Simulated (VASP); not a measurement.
# La (P6/mmm) in VASP: a series of runs

The runs below take La through single point, with LDA.

Everything below comes from runs of VASP 6.6.1. Logs are shortened: lines on timing, memory, paths and dates and some standing lists are left out, and cuts for length are marked.

### Step 1. The cell of the first run

The structure is hexagonal, space group P6/mmm (No. 191). Conventional cell: a = 4.575 Å, b = 4.575 Å, c = 2.714 Å, α = 90.00°, β = 90.00°, γ = 120.00°. Within 3.6 Å of La (site symmetry 6/mmm) lie 14 La at 2.71 to 2.97 Å. Within 3.5 Å of La (site symmetry -6m2) lie 11 La at 2.64 to 2.97 Å.

### Step 2. Single point, LDA

INCAR reads:

```
SYSTEM = La
PREC     = Accurate       ! precision mode
ENCUT    = 520            ! plane-wave cutoff, eV
EDIFF    = 1E-6           ! SCF threshold, eV
ISMEAR   = -1             ! smearing method
SIGMA    = 0.1            ! smearing width, eV
LREAL    = .False.        ! projectors in reciprocal space
LASPH    = .True.         ! aspherical terms in the spheres
NELM     = 80             ! most SCF steps
ALGO     = Normal         ! electronic algorithm
ISIF     = 2              ! what is computed and relaxed
LWAVE    = .False.        ! write WAVECAR
LCHARG   = .True.         ! write CHGCAR
LELF     = .True.         ! ELF
LVHAR    = .True.       
NBANDS   = 24             ! bands
```

KPOINTS reads:

```
regular mesh
0
Gamma
  8 8 11
  0 0 0
```

POSCAR reads:

```
La
1.0
    4.5745891630      0.0000000000      0.0000000000
   -2.2872945815      3.9617104271      0.0000000000
    0.0000000000      0.0000000000      2.7143743511
La
3
Direct
    0.0000000000      0.0000000000      0.0000000000
    0.3333333333      0.6666666667      0.5000000000
    0.6666666667      0.3333333333      0.5000000000
```

Potentials or basis: VASP PAW LDA potentials, release 64 (La).

Started as:

```bash
> cat potpaw_LDA.64/La/POTCAR > POTCAR
> mpirun -np 1 vasp_std > vasp.out
```

OUTCAR:

```text
SYSTEM = La
   PREC = Accurate
   ENCUT = 520
   EDIFF = 1E-6
   ISMEAR = -1
   LREAL = .False.
   LASPH = .True.
   NELM = 80
   ISIF = 2

 ion  position               nearest neighbor table
   1  0.000  0.000  0.000-   2 2.97   3 2.97   2 2.97   3 2.97   3 2.97   3 2.97   2 2.97   2 2.97
                             3 2.97   3 2.97   2 2.97   2 2.97
   2  0.333  0.667  0.500-   3 2.64   3 2.64   3 2.64   1 2.97   1 2.97   1 2.97   1 2.97   1 2.97
                             1 2.97
   3  0.667  0.333  0.500-   2 2.64   2 2.64   2 2.64   1 2.97   1 2.97   1 2.97   1 2.97   1 2.97
                             1 2.97

  LATTYP: Found a hexagonal cell.
 ALAT       =     4.5745891630
 C/A-ratio  =     0.5933591530

  Lattice vectors:

 A1 = (   4.5745891630,   0.0000000000,   0.0000000000)
 A2 = (  -2.2872945815,   3.9617104271,   0.0000000000)
 A3 = (   0.0000000000,   0.0000000000,   2.7143743511)

Analysis of symmetry for initial positions (statically):
=====================================================================
 Subroutine PRICEL returns:
 Original cell was already a primitive cell.

 Routine SETGRP: Setting up the symmetry group for a
 hexagonal supercell.

 Subroutine GETGRP returns: Found 24 space group operations
 (whereof 24 operations were pure point group operations)
 out of a pool of 24 trial point group operations.

The static configuration has the point symmetry D_6h.

Analysis of symmetry for dynamics (positions and initial velocities):
=====================================================================
 Subroutine PRICEL returns:
 Original cell was already a primitive cell.

 Routine SETGRP: Setting up the symmetry group for a
 hexagonal supercell.

 Subroutine GETGRP returns: Found 24 space group operations
 (whereof 24 operations were pure point group operations)
 out of a pool of 24 trial point group operations.

The dynamic configuration has the point symmetry D_6h.

 Subroutine INISYM returns: Found 24 space group operations
 (whereof 24 operations are pure point group operations),
 and found     1 'primitive' translations

----------------------------------------------------------------------------------------

                                     Primitive cell

  volume of cell :      49.1931

  direct lattice vectors                    reciprocal lattice vectors
     4.574589163  0.000000000  0.000000000     0.218598865  0.126208114  0.000000000
    -2.287294581  3.961710427  0.000000000     0.000000000  0.252416227  0.000000000
     0.000000000  0.000000000  2.714374351     0.000000000  0.000000000  0.368409022

  length of vectors
     4.574589163  4.574589163  2.714374351     0.252416227  0.252416227  0.368409022

  position of ions in fractional coordinates (direct lattice)
     0.000000000  0.000000000  0.000000000
     0.333333333  0.666666667  0.500000000
     0.666666667  0.333333333  0.500000000

  ion indices of the primitive-cell ions
   primitive index   ion index
                 1           1
                 2           2
                 3           3

----------------------------------------------------------------------------------------

 KPOINTS: regular mesh

Automatic generation of k-mesh.
 Grid dimensions read from file:
 generate k-points for:    8    8   11

 Generating k-lattice:

  Cartesian coordinates                     Fractional coordinates (reciprocal lattice)
     0.027324858  0.015776014  0.000000000     0.125000000  0.000000000  0.000000000
     0.000000000  0.031552028  0.000000000     0.000000000  0.125000000  0.000000000
     0.000000000  0.000000000  0.033491729     0.000000000  0.000000000  0.090909091

  Length of vectors
     0.031552028  0.031552028  0.033491729

  Shift w.r.t. Gamma in fractional coordinates (k-lattice)
     0.000000000  0.000000000  0.000000000

 Subroutine IBZKPT returns following result:
 ===========================================

 Found     60 irreducible k-points:

 Following reciprocal coordinates:
            Coordinates               Weight
  0.000000  0.000000  0.000000      1.000000
  0.125000  0.000000  0.000000      6.000000
  0.250000  0.000000  0.000000      6.000000
  0.375000 -0.000000  0.000000      6.000000
  0.500000  0.000000  0.000000      3.000000
  0.125000  0.125000  0.000000      6.000000
[... 16 lines left out ...]
  0.250000  0.000000  0.181818     12.000000
  0.375000 -0.000000  0.181818     12.000000
 [... further k-points ...]
   k-points           NKPTS =     60   k-points in BZ     NKDIM =     60   number of bands    NBANDS=     24
   number of dos      NEDOS =    301   number of ions     NIONS =      3
   total plane-waves  NPLWV =  25920
   dimension x,y,z NGX =    36 NGY =   36 NGZ =   20
   dimension x,y,z NGXF=    72 NGYF=   72 NGZF=   40
   ions per type =               3
   NGX,Y,Z   is equivalent  to a cutoff of  13.08, 13.08, 12.25 a.u.
   NGXF,Y,Z  is equivalent  to a cutoff of  26.17, 26.17, 24.50 a.u.
 SYSTEM =  La
   PREC   = accura    normal or accurate (medium, high low for compatibility)
   ISTART =      0    job   : 0-new  1-cont  2-samecut
   ICHARG =      2    charge: 1-file 2-atom 10-const
   ISPIN  =      1    spin polarized calculation?
   LNONCOLLINEAR =      F non collinear calculations
   LSORBIT =      F    spin-orbit coupling
   LASPH  =      T    aspherical Exc in radial PAW
   ENCUT  =  520.0 eV  38.22 Ry    6.18 a.u.   8.51  8.51  5.05*2*pi/ulx,y,z
   NELM   =     80;   NELMIN=  2; NELMDL= -5     # of ELM steps
   EDIFF  = 0.1E-05   stopping-criterion for ELM
   LREAL  =      F    real-space projection
   EDIFFG = 0.1E-04   stopping-criterion for IOM
   NSW    =      0    number of steps for IOM
   IBRION =     -1    ionic relax: 0-MD 1-quasi-New 2-CG
   NFREE  =      0    steps in history (QN), initial steepest desc. (CG)
   ISIF   =      2    stress and relaxation
   ISYM   =      2    0-nonsym 1-usesym 2-fastsym
   POTIM  = 0.5000    time-step for ionic-motion
   TEBEG  =    0.0;   TEEND  =   0.0 temperature during run
   PSTRESS=    0.0 pullay stress
   NELECT =      33.0000    total number of electrons
   NUPDOWN=      -1.0000    fix difference up-down
   EMIN   =  10.00;   EMAX   =-10.00  energy-range for DOS
   EFERMI =   0.00;   METHOD = LEGACY
   ISMEAR =    -1;   SIGMA  =   0.10  broadening in eV -4-tet -1-fermi 0-gaus
   EFERMI_NEDOS =   21; number of points for ismear=-14 and -15
   IALGO  =     38    algorithm
   IMIX   =      4    mixing-type and parameters
     AMIX     =   0.40;   BMIX     =  1.00
     AMIX_MAG =   1.60;   BMIX_MAG =  1.00
  volume/ion in A,a.u.               =      16.40       110.66
  Fermi-wavevector in a.u.,A,eV,Ry     =   1.433105  2.708175 27.943501  2.053789
  Thomas-Fermi vector in A             =   2.552659
   LORBIT       =      0    0 simple, 1 ext, 2 COOP (PROOUT), +10 PAW based schemes
   GGA     = CA    functional components
   LHFCALC =     F    Hartree Fock is set to
   AEXX    =    0.0000 exact exchange contribution
   IVDW    =     0    specifies the selected vdW correction
   LEPSILON=     F    determine dielectric tensor
   LRPA    =     F    only Hartree local field effects (RPA)
 non-spin polarized calculation
  energy-cutoff  :      520.00
  volume of cell :       49.19
 maximum number of plane-waves:      1354
 NGX is ok and might be reduce to    36
   NGX = 17   NGY = 17   NGZ = 11

 number of electron      33.0000005 magnetization

 Free energy of the ion-electron system (eV)
  ---------------------------------------------------
  ext. energy  EPLUGINS =         0.00000000
  ---------------------------------------------------
  free energy    TOTEN  =       -10.09001796 eV

  energy without entropy =       -9.99298318  energy(sigma->0) =      -10.04150057

 E-fermi :  18.8617     XC(G=0): -13.5630

 val. band max:       18.8506940633   @ k =   0.2500   0.2500   0.0909
 cond. band min:      18.8714518441   @ k =   0.5000   0.0000   0.1818
 fundamental gap:      0.0207577808
 Fermi energy:        18.8616977709

 k-point     1 :       0.0000    0.0000    0.0000
  band No.  band energies     occupation
      1     -15.7286      2.00000
      2     -12.6049      2.00000
      3     -12.1582      2.00000
      4      -0.4684      2.00000
      5      -0.4684      2.00000
      6       0.2087      2.00000
[... 16 lines left out ...]
     23      21.7576      0.00000
     24      21.8649      0.00000

 k-point     2 :       0.1250    0.0000    0.0000
  band No.  band energies     occupation
      1     -15.6225      2.00000
      2     -12.6892      2.00000
      3     -12.2869      2.00000
      4      -1.0397      2.00000
      5      -0.7881      2.00000
      6       0.9703      2.00000
[... 16 lines left out ...]
     23      21.8397      0.00000
     24      21.9022      0.00000

 k-point     3 :       0.2500    0.0000    0.0000
  band No.  band energies     occupation
      1     -15.3116      2.00000
      2     -12.9678      2.00000
      3     -12.5795      2.00000
      4      -1.6397      2.00000
      5      -0.6249      2.00000
      6       2.1205      2.00000
[... 16 lines left out ...]
     23      21.9032      0.00000
     24      22.0042      0.00000

 k-point     4 :       0.3750   -0.0000    0.0000
  band No.  band energies     occupation
      1     -14.8203      2.00000
      2     -13.5173      2.00000
      3     -12.7810      2.00000
      4      -2.0153      2.00000
      5       0.1957      2.00000
      6       3.2144      2.00000
[... 16 lines left out ...]
     23      22.0374      0.00000
     24      22.0981      0.00000

 k-point     5 :       0.5000    0.0000    0.0000
  band No.  band energies     occupation
      1     -14.2593      2.00000
      2     -14.1221      2.00000
      3     -12.8441      2.00000
      4      -2.1423      2.00000
      5       1.3253      2.00000
      6       1.7944      2.00000
[... 451 lines left out ...]
 k-point    22 :       0.1250    0.0000    0.1818
  band No.  band energies     occupation
      1     -15.1612      2.00000
      2     -12.4398      2.00000
      3     -11.9061      2.00000
      4      -0.6004      2.00000
      5      -0.3733      2.00000
      6       1.3936      2.00000
[... 16 lines left out ...]
     23      22.0611      0.00000
     24      22.4249      0.00000

 k-point    23 :       0.2500    0.0000    0.1818
  band No.  band energies     occupation
      1     -14.8597      2.00000
      2     -12.6653      2.00000
      3     -12.2148      2.00000
      4      -1.1621      2.00000
      5      -0.2782      2.00000
      6       2.2666      2.00000
[... 16 lines left out ...]
     23      21.8350      0.00000
     24      21.9718      0.00000

 k-point    24 :       0.3750   -0.0000    0.1818
  band No.  band energies     occupation
      1     -14.3861      2.00000
      2     -13.1421      2.00000
      3     -12.4445      2.00000
      4      -1.5207      2.00000
      5       0.3672      2.00000
      6       2.6100      2.00000
[... 16 lines left out ...]
     23      21.6690      0.00000
     24      21.7494      0.00000

 [... further k-points ...]

------------------------ aborting loop because EDIFF is reached ----------------------------------------

  FORCE on cell =-STRESS in cart. coord.  units (eV):
  Direction    XX          YY          ZZ          XY          YZ          ZX
  --------------------------------------------------------------------------------------
  -------------------------------------------------------------------------------------
  Total       28.2070385     28.2070385     28.2150684      0.0000000     -0.0000000      0.0000000
  in kB      918.6784012    918.6784012    918.9399255      0.0000000     -0.0000000      0.0000000
  external PRESSURE =     918.7655760 kB  Pullay stress =       0.0000000 kB

 VOLUME and BASIS-vectors are now :
 -----------------------------------------------------------------------------
  energy-cutoff  :      520.00
  volume of cell :       49.19
      direct lattice vectors                 reciprocal lattice vectors
     4.574589163  0.000000000  0.000000000     0.218598865  0.126208114  0.000000000
    -2.287294581  3.961710427  0.000000000     0.000000000  0.252416227  0.000000000
     0.000000000  0.000000000  2.714374351     0.000000000  0.000000000  0.368409022

 POSITION                                       TOTAL-FORCE (eV/Angst)
 -----------------------------------------------------------------------------------
      0.00000      0.00000      0.00000         0.000000      0.000000      0.000000
     -0.00000      2.64114      1.35719        -0.000000      0.000000     -0.000000
      2.28729      1.32057      1.35719         0.000000      0.000000      0.000000
 -----------------------------------------------------------------------------------
    total drift:                                0.000000     -0.000000     -0.000000

  FREE ENERGIE OF THE ION-ELECTRON SYSTEM (eV)
  ---------------------------------------------------
  free  energy   TOTEN  =       -10.0900179635 eV

  energy  without entropy=       -9.9929831764  energy(sigma->0) =      -10.04150057
```

Wall time 56 s (1 thread of AMD EPYC 9R45 (Zen 5), shared host); peak memory 0.17 GiB.

Results:

```yaml
Free_energy: -10.0900 eV
Pressure: 91.9 GPa
```

Levels at points of the mesh, in eV from the Fermi level:
```csv
k point,band 13,band 14,band 15,band 16,band 17,band 18,band 19,band 20
"(0.00, 0.00, 0.00)",-3.71,1.02,1.02,1.17,1.31,1.49,1.49,1.60
"(0.50, 0.00, 0.00)",-3.10,-1.82,-1.81,-0.86,0.31,0.78,1.24,2.35
```

Caveat: spin-orbit coupling is left out, which moves the levels of the heavy elements.

### Step 3. Single point, LDA

INCAR reads:

```
ALGO = Normal
EDIFF = 1E-6
ENCUT = 520
ISIF = 2
ISMEAR = -1
LASPH = True
LCHARG = False
LREAL = False
LWAVE = False
NBANDS = 24
NELM = 60
PREC = Accurate
SIGMA = 0.1
```

KPOINTS reads:

```
k-points
0
Gamma
  8 8 11
```

POSCAR reads:

```
La
1.0
    4.5728597800      0.0000000000      0.0000000000
   -2.2864298900      3.9602127375      0.0000000000
    0.0000000000      0.0000000000      2.7131563552
La
3
Direct
    0.0000000000      0.0000000000      0.0000000000
    0.3333333333      0.6666666667      0.5000000000
    0.6666666667      0.3333333333      0.5000000000
```

Potentials or basis: VASP PAW LDA potentials, release 64 (La).

Started as:

```bash
> cat potpaw_LDA.64/La/POTCAR > POTCAR
> mpirun -np 1 vasp_std > vasp.out
```

It took 56 s on 1 thread of AMD EPYC 9R45 (Zen 5), shared host; peak memory 0.17 GiB.

It converged, with:

```
Free energy : -10.0559 eV
Pressure    : 92.4 GPa
```

Levels at points of the mesh, in eV from the Fermi level:
```
           k point  band 13  band 14  band 15  band 16  band 17  band 18  band 19  band 20
(0.00, 0.00, 0.00)    -3.72     1.02     1.02     1.16     1.31     1.49     1.49     1.62
(0.50, 0.00, 0.00)    -3.10    -1.83    -1.81    -0.86     0.31     0.79     1.23     2.36
```

Caveat: spin-orbit coupling is left out, which moves the levels of the heavy elements.
